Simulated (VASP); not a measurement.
# Ag (R-3m) in VASP: notebook

Ag is run at these levels: PBEsol; tasks: single point.

Program: VASP 6.6.1. These are calculated values, not measurements. Logs are shortened: lines on timing, memory, paths and dates and some standing lists are left out, and cuts for length are marked.

## (1) The cell of the first run

Symmetry: R-3m, No. 166, trigonal system. The conventional cell has a = 2.946 Å, b = 2.946 Å, c = 21.614 Å, α = 90.00°, β = 90.00°, γ = 120.00°. Ag (site symmetry 3m) has 12 Ag at 2.94 to 2.95 Å within 3.9 Å. Ag (site symmetry -3m) has 12 Ag at 2.94 to 2.95 Å within 3.9 Å.

## (2) Single point, PBEsol

Input file INCAR:

```
PREC = Accurate ; ENCUT = 520
EDIFF = 1E-7 ; ISMEAR = -1
SIGMA = 0.05 ; LREAL = False
LASPH = True ; NELM = 100
ALGO = Normal ; ISIF = 2
LWAVE = False ; LCHARG = False
GGA = PS ; NBANDS = 24
```

Input file KPOINTS:

```
Automatic mesh
0
Gamma
  9 9 9
```

Input file POSCAR:

```
Ag
1.0
    1.4730471633      0.8504641763      7.2046500000
   -1.4730471633      0.8504641763      7.2046500000
    0.0000000000     -1.7009283525      7.2046500000
Ag
3
Direct
    0.2222810000      0.2222810000      0.2222810000
    0.7777190000      0.7777190000      0.7777190000
    0.0000000000      0.0000000000      0.0000000000
```

Potentials or basis: VASP PAW PBE potentials, release 64 (Ag).

Command:

```bash
$ cat potpaw_PBE.64/Ag/POTCAR > POTCAR
$ mpirun -np 1 vasp_std > vasp.out
```

OUTCAR:

```text
PREC = Accurate
   ENCUT = 520
   EDIFF = 1E-7
   ISMEAR = -1
   LREAL = False
   LASPH = True
   NELM = 100
   ISIF = 2
   GGA = PS

 ion  position               nearest neighbor table
   1  0.222  0.222  0.222-   3 2.94   3 2.94   3 2.94   2 2.94   2 2.94   2 2.94
   2  0.778  0.778  0.778-   3 2.94   3 2.94   3 2.94   1 2.94   1 2.94   1 2.94
   3  0.000  0.000  0.000-   2 2.94   1 2.94   2 2.94   2 2.94   1 2.94   1 2.94

  LATTYP: Found a trigonal (rhomboedric) cell.
 ALAT       =     7.4027115899
 COS(alpha) =     0.9208079399

  Lattice vectors:

 A1 = (   1.4730471633,   0.8504641763,   7.2046500000)
 A2 = (  -1.4730471633,   0.8504641763,   7.2046500000)
 A3 = (   0.0000000000,  -1.7009283525,   7.2046500000)

Analysis of symmetry for initial positions (statically):
=====================================================================
 Subroutine PRICEL returns:
 Original cell was already a primitive cell.

 Routine SETGRP: Setting up the symmetry group for a
 trigonal (rhombohedral) supercell.

 Subroutine GETGRP returns: Found 12 space group operations
 (whereof 12 operations were pure point group operations)
 out of a pool of 12 trial point group operations.

The static configuration has the point symmetry D_3d.

Analysis of symmetry for dynamics (positions and initial velocities):
=====================================================================
 Subroutine PRICEL returns:
 Original cell was already a primitive cell.

 Routine SETGRP: Setting up the symmetry group for a
 trigonal (rhombohedral) supercell.

 Subroutine GETGRP returns: Found 12 space group operations
 (whereof 12 operations were pure point group operations)
 out of a pool of 12 trial point group operations.

The dynamic configuration has the point symmetry D_3d.

 Subroutine INISYM returns: Found 12 space group operations
 (whereof 12 operations are pure point group operations),
 and found     1 'primitive' translations

----------------------------------------------------------------------------------------

                                     Primitive cell

  volume of cell :      54.1548

  direct lattice vectors                    reciprocal lattice vectors
     1.473047163  0.850464176  7.204650000     0.339432445  0.195971413  0.046266416
    -1.473047163  0.850464176  7.204650000    -0.339432445  0.195971413  0.046266416
     0.000000000 -1.700928353  7.204650000     0.000000000 -0.391942827  0.046266416

  length of vectors
     7.402711590  7.402711590  7.402711590     0.394664111  0.394664111  0.394664111

  position of ions in fractional coordinates (direct lattice)
     0.222281000  0.222281000  0.222281000
     0.777719000  0.777719000  0.777719000
     0.000000000  0.000000000  0.000000000

  ion indices of the primitive-cell ions
   primitive index   ion index
                 1           1
                 2           2
                 3           3

----------------------------------------------------------------------------------------

 KPOINTS: Automatic mesh

Automatic generation of k-mesh.
 Grid dimensions read from file:
 generate k-points for:    9    9    9

 Generating k-lattice:

  Cartesian coordinates                     Fractional coordinates (reciprocal lattice)
     0.037714716  0.021774601  0.005140713     0.111111111  0.000000000  0.000000000
    -0.037714716  0.021774601  0.005140713     0.000000000  0.111111111  0.000000000
     0.000000000 -0.043549203  0.005140713    -0.000000000 -0.000000000  0.111111111

  Length of vectors
     0.043851568  0.043851568  0.043851568

  Shift w.r.t. Gamma in fractional coordinates (k-lattice)
     0.000000000  0.000000000  0.000000000

 Subroutine IBZKPT returns following result:
 ===========================================

 Found     85 irreducible k-points:

 Following reciprocal coordinates:
            Coordinates               Weight
  0.000000  0.000000  0.000000      1.000000
  0.111111  0.000000 -0.000000      6.000000
  0.222222  0.000000  0.000000      6.000000
  0.333333 -0.000000 -0.000000      6.000000
  0.444444  0.000000  0.000000      6.000000
  0.111111  0.111111 -0.000000      6.000000
[... 16 lines left out ...]
 -0.333333  0.333333  0.000000      6.000000
  0.444444  0.444444  0.000000      6.000000
 [... further k-points ...]
   k-points           NKPTS =     85   k-points in BZ     NKDIM =     85   number of bands    NBANDS=     24
   number of dos      NEDOS =    301   number of ions     NIONS =      3
   total plane-waves  NPLWV = 175616
   dimension x,y,z NGX =    56 NGY =   56 NGZ =   56
   dimension x,y,z NGXF=   112 NGYF=  112 NGZF=  112
   ions per type =               3
   NGX,Y,Z   is equivalent  to a cutoff of  12.58, 12.58, 12.58 a.u.
   NGXF,Y,Z  is equivalent  to a cutoff of  25.15, 25.15, 25.15 a.u.
 SYSTEM =  unknown system
   PREC   = accura    normal or accurate (medium, high low for compatibility)
   ISTART =      0    job   : 0-new  1-cont  2-samecut
   ICHARG =      2    charge: 1-file 2-atom 10-const
   ISPIN  =      1    spin polarized calculation?
   LNONCOLLINEAR =      F non collinear calculations
   LSORBIT =      F    spin-orbit coupling
   LASPH  =      T    aspherical Exc in radial PAW
   ENCUT  =  520.0 eV  38.22 Ry    6.18 a.u.  13.76 13.76 13.76*2*pi/ulx,y,z
   NELM   =    100;   NELMIN=  2; NELMDL= -5     # of ELM steps
   EDIFF  = 0.1E-06   stopping-criterion for ELM
   LREAL  =      F    real-space projection
   EDIFFG = 0.1E-05   stopping-criterion for IOM
   NSW    =      0    number of steps for IOM
   IBRION =     -1    ionic relax: 0-MD 1-quasi-New 2-CG
   NFREE  =      0    steps in history (QN), initial steepest desc. (CG)
   ISIF   =      2    stress and relaxation
   ISYM   =      2    0-nonsym 1-usesym 2-fastsym
   POTIM  = 0.5000    time-step for ionic-motion
   TEBEG  =    0.0;   TEEND  =   0.0 temperature during run
   PSTRESS=    0.0 pullay stress
   NELECT =      33.0000    total number of electrons
   NUPDOWN=      -1.0000    fix difference up-down
   EMIN   =  10.00;   EMAX   =-10.00  energy-range for DOS
   EFERMI =   0.00;   METHOD = LEGACY
   ISMEAR =    -1;   SIGMA  =   0.05  broadening in eV -4-tet -1-fermi 0-gaus
   EFERMI_NEDOS =   21; number of points for ismear=-14 and -15
   IALGO  =     38    algorithm
   IMIX   =      4    mixing-type and parameters
     AMIX     =   0.40;   BMIX     =  1.00
     AMIX_MAG =   1.60;   BMIX_MAG =  1.00
  volume/ion in A,a.u.               =      18.05       121.82
  Fermi-wavevector in a.u.,A,eV,Ry     =   1.387929  2.622805 26.209536  1.926347
  Thomas-Fermi vector in A             =   2.512103
   LORBIT       =      0    0 simple, 1 ext, 2 COOP (PROOUT), +10 PAW based schemes
   GGA     = PS    functional components
   LHFCALC =     F    Hartree Fock is set to
   AEXX    =    0.0000 exact exchange contribution
   IVDW    =     0    specifies the selected vdW correction
   LEPSILON=     F    determine dielectric tensor
   LRPA    =     F    only Hartree local field effects (RPA)
 non-spin polarized calculation
  energy-cutoff  :      520.00
  volume of cell :       54.15
 maximum number of plane-waves:      1494
   NGX = 27   NGY = 27   NGZ = 27

 number of electron      33.0000001 magnetization

 Free energy of the ion-electron system (eV)
  ---------------------------------------------------
  ext. energy  EPLUGINS =         0.00000000
  ---------------------------------------------------
  free energy    TOTEN  =        -9.84168832 eV

  energy without entropy =       -9.83525961  energy(sigma->0) =       -9.83847396

 E-fermi :   7.5582     XC(G=0): -12.0745

 val. band max:        7.5517700928   @ k =   0.3333   0.2222   0.1111
 cond. band min:       7.5684834190   @ k =  -0.2222   0.1111   0.1111
 fundamental gap:      0.0167133262
 Fermi energy:         7.5582180771

 k-point     1 :       0.0000    0.0000    0.0000
  band No.  band energies     occupation
      1       0.0462      2.00000
      2       1.5242      2.00000
      3       1.5267      2.00000
      4       2.8798      2.00000
      5       2.8798      2.00000
      6       2.8963      2.00000
[... 16 lines left out ...]
     23      24.2947      0.00000
     24      25.2766      0.00000

 k-point     2 :       0.1111    0.0000   -0.0000
  band No.  band energies     occupation
      1       0.3721      2.00000
      2       1.7380      2.00000
      3       1.7504      2.00000
      4       2.7518      2.00000
      5       2.7773      2.00000
      6       2.9558      2.00000
[... 16 lines left out ...]
     23      23.5316      0.00000
     24      23.6833      0.00000

 k-point     3 :       0.2222    0.0000    0.0000
  band No.  band energies     occupation
      1       1.1852      2.00000
      2       2.0281      2.00000
      3       2.0868      2.00000
      4       2.3716      2.00000
      5       2.5697      2.00000
      6       2.7663      2.00000
[... 16 lines left out ...]
     23      21.6099      0.00000
     24      21.8657      0.00000

 k-point     4 :       0.3333   -0.0000   -0.0000
  band No.  band energies     occupation
      1       1.5917      2.00000
      2       1.8201      2.00000
      3       1.9367      2.00000
      4       2.0914      2.00000
      5       2.2481      2.00000
      6       3.0072      2.00000
[... 16 lines left out ...]
     23      19.1286      0.00000
     24      19.9923      0.00000

 k-point     5 :       0.4444    0.0000    0.0000
  band No.  band energies     occupation
      1       1.4414      2.00000
      2       1.6814      2.00000
      3       1.7328      2.00000
      4       1.9801      2.00000
      5       2.0265      2.00000
      6       2.8951      2.00000
[... 16 lines left out ...]
     23      19.1508      0.00000
     24      19.3326      0.00000

 k-point     6 :       0.1111    0.1111   -0.0000
  band No.  band energies     occupation
      1       0.3859      2.00000
      2       1.7117      2.00000
      3       1.7691      2.00000
      4       2.7500      2.00000
      5       2.7911      2.00000
      6       2.9281      2.00000
[... 16 lines left out ...]
     23      23.4410      0.00000
     24      23.5718      0.00000
[... 379 lines left out ...]
 k-point    21 :       0.4444    0.3333   -0.0000
  band No.  band energies     occupation
      1       1.6588      2.00000
      2       1.7562      2.00000
      3       1.9509      2.00000
      4       2.0970      2.00000
      5       2.5142      2.00000
      6       2.6727      2.00000
[... 16 lines left out ...]
     23      18.1424      0.00000
     24      19.6344      0.00000

 k-point    22 :      -0.4444    0.3333    0.0000
  band No.  band energies     occupation
      1       1.8298      2.00000
      2       2.0209      2.00000
      3       2.0913      2.00000
      4       2.2716      2.00000
      5       2.5809      2.00000
      6       2.6749      2.00000
[... 16 lines left out ...]
     23      16.7914      0.00000
     24      16.9596      0.00000

 k-point    23 :      -0.3333    0.3333    0.0000
  band No.  band energies     occupation
      1       1.9726      2.00000
      2       2.1850      2.00000
      3       2.2072      2.00000
      4       2.3607      2.00000
      5       2.4981      2.00000
      6       2.6941      2.00000
[... 16 lines left out ...]
     23      15.6573      0.00000
     24      16.5990      0.00000

 k-point    24 :       0.4444    0.4444    0.0000
  band No.  band energies     occupation
      1       1.4494      2.00000
      2       1.5170      2.00000
      3       1.8057      2.00000
      4       1.9099      2.00000
      5       2.4618      2.00000
      6       2.6041      2.00000
[... 16 lines left out ...]
     23      17.9128      0.00000
     24      18.6409      0.00000

 [... further k-points ...]
[... 5 lines left out ...]
  --------------------------------------------------------------------------------------
  -------------------------------------------------------------------------------------
  Total       -2.8121282     -2.8121282     -2.2491788      0.0000000     -0.0000000     -0.0000000
  in kB      -83.1972343    -83.1972343    -66.5422919      0.0000000     -0.0000000     -0.0000000
  external PRESSURE =     -77.6455868 kB  Pullay stress =       0.0000000 kB

 VOLUME and BASIS-vectors are now :
 -----------------------------------------------------------------------------
  energy-cutoff  :      520.00
  volume of cell :       54.15
      direct lattice vectors                 reciprocal lattice vectors
     1.473047163  0.850464176  7.204650000     0.339432445  0.195971413  0.046266416
    -1.473047163  0.850464176  7.204650000    -0.339432445  0.195971413  0.046266416
     0.000000000 -1.700928353  7.204650000     0.000000000 -0.391942827  0.046266416

 POSITION                                       TOTAL-FORCE (eV/Angst)
 -----------------------------------------------------------------------------------
      0.00000      0.00000      4.80437         0.000000      0.000000      0.003849
      0.00000      0.00000     16.80958         0.000000     -0.000000     -0.003849
      0.00000      0.00000      0.00000        -0.000000     -0.000000      0.000000
 -----------------------------------------------------------------------------------
    total drift:                               -0.000000     -0.000000      0.000000

  FREE ENERGIE OF THE ION-ELECTRON SYSTEM (eV)
  ---------------------------------------------------
  free  energy   TOTEN  =        -9.8416883188 eV

  energy  without entropy=       -9.8352596054  energy(sigma->0) =       -9.83847396
```

It took 7.5 min on 1 thread of Intel Xeon Platinum 8488C (Sapphire Rapids), shared host; peak memory 0.44 GiB.

What came out:

```
Free energy            : -9.8417 eV
Pressure               : -7.8 GPa
Largest force          : 0.004 eV/Å
Band gap on the k mesh : zero (an odd number of electrons rules out a gap without spin polarisation)
```

Forces in eV/Å, atoms in the order of the input:
```
Ag   0.000  0.000  0.004
Ag   0.000  0.000 -0.004
Ag   0.000  0.000  0.000
```

Stress tensor (GPa, compression positive):
```
-8.32  0.00  0.00
 0.00 -8.32  0.00
 0.00  0.00 -6.65
```

Caveat: the cell stands under tension; the PAW data sets were made with another functional, which shifts forces and pressure a little.

## (3) Single point, PBEsol

This run uses another cell than the first one, of 18.23 Å³/atom.

Input file INCAR:

```
SYSTEM = Ag
PREC = Accurate
ENCUT = 520
EDIFF = 1E-6
ISMEAR = -1
SIGMA = 0.05
LREAL = .False.
LASPH = .True.
NELM = 60
ALGO = Normal
ISIF = 2
LWAVE = .False.
LCHARG = .False.
GGA = PS
NBANDS = 24
```

Input file KPOINTS:

```
Automatic mesh
0
Gamma
  9 9 9
  0 0 0
```

Input file POSCAR:

```
Ag
1.0
    1.4730471633      0.8504641763      7.2766965000
   -1.4730471633      0.8504641763      7.2766965000
    0.0000000000     -1.7009283525      7.2766965000
Ag
3
Direct
    0.2222810000      0.2222810000      0.2222810000
    0.7777190000      0.7777190000      0.7777190000
    0.0000000000      0.0000000000      0.0000000000
```

Potentials or basis: VASP PAW PBE potentials, release 64 (Ag).

Command:

```bash
$ cat potpaw_PBE.64/Ag/POTCAR > POTCAR
$ mpirun -np 1 vasp_std > vasp.out
```

Wall time 7.4 min (1 thread of Intel Xeon Platinum 8488C (Sapphire Rapids), shared host); peak memory 0.44 GiB.

It converged, with:

| Item | Value |
| --- | --- |
| Free energy | -9.8173 eV |
| Pressure | -8.4 GPa |
| Largest force | 0.004 eV/Å |
| Band gap on the k mesh | zero (an odd number of electrons rules out a gap without spin polarisation) |

Forces in eV/Å, atoms in the order of the input:
```
Ag   0.000  0.000  0.004
Ag   0.000  0.000 -0.004
Ag   0.000  0.000  0.000
```

Stress tensor (GPa, compression positive):
```
-8.70  0.00  0.00
 0.00 -8.70  0.00
 0.00  0.00 -7.95
```

Levels at points of the mesh, in eV from the Fermi level:
```
           k point  band 13  band 14  band 15  band 16  band 17  band 18  band 19  band 20  band 21  band 22
(0.00, 0.00, 0.00)    -3.28    -3.28    -3.23    -3.22    -3.18    -3.18     7.29     7.31    15.31    15.70
```

Caveat: the cell stands under tension; the PAW data sets were made with another functional, which shifts forces and pressure a little.

The gap in the log of VASP goes by the Fermi energy; the results here count the filled bands.